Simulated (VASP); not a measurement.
A run of VASP 6.6.1:

File POSCAR:

```
NaH
1.0
    0.0000000000      2.3975126521      2.3975126521
    2.3975126521      0.0000000000      2.3975126521
    2.3975126521      2.3975126521      0.0000000000
Na H
1 1
Direct
    0.0000000000      0.0000000000      0.0000000000
    0.5000000000      0.5000000000      0.5000000000
```

Contents of INCAR.step1:

```
ALGO     = Normal         # electronic algorithm
EDIFF    = 1E-5           # SCF threshold, eV
ENCUT    = 520            # plane-wave cutoff, eV
GGA      = PE             # functional
ISIF     = 2              # what is computed and relaxed
ISMEAR   = 0              # smearing method
LASPH    = T              # aspherical terms in the spheres
LCHARG   = F              # write CHGCAR
LREAL    = F              # projectors in reciprocal space
LWAVE    = T              # write WAVECAR
NBANDS   = 11             # bands
NELM     = 100            # most SCF steps
PREC     = Accurate       # precision mode
SIGMA    = 0.01           # smearing width, eV
```

Contents of INCAR.step2:

```
AEXX     = 1.0            # exact-exchange fraction
AGGAC    = 0.0          
ALDAC    = 0.0          
ALGO     = Normal         # electronic algorithm
EDIFF    = 1E-6           # SCF threshold, eV
ENCUT    = 520            # plane-wave cutoff, eV
GGA      = PE             # functional
ISIF     = 2              # what is computed and relaxed
ISMEAR   = 0              # smearing method
ISTART   = 1            
LASPH    = T              # aspherical terms in the spheres
LCHARG   = F              # write CHGCAR
LHFCALC  = T              # exact exchange
LREAL    = F              # projectors in reciprocal space
LWAVE    = F              # write WAVECAR
NBANDS   = 11             # bands
NELM     = 100            # most SCF steps
PREC     = Accurate       # precision mode
PRECFOCK = Normal       
SIGMA    = 0.01           # smearing width, eV
```

The input KPOINTS:

```
k-points
0
Gamma
  6 6 6
```

Potentials or basis: VASP PAW PBE potentials, release 64 (Na_pv, H).

Launch:

```bash
$ cat potpaw_PBE.64/Na_pv/POTCAR potpaw_PBE.64/H/POTCAR > POTCAR
$ cp INCAR.step1 INCAR
$ mpirun -np 1 vasp_std > vasp.out
$ cp INCAR.step2 INCAR
$ mpirun -np 1 vasp_std > vasp.out
```

Hardware: 1 thread of Oxide Virtual Turin-like Processor (shared host).

Question: Estimate the wall time of this run.

Answer: Run time: 5.4 min on 1 thread of Oxide Virtual Turin-like Processor (shared host), peak memory 0.12 GiB. Counts: k points 16.
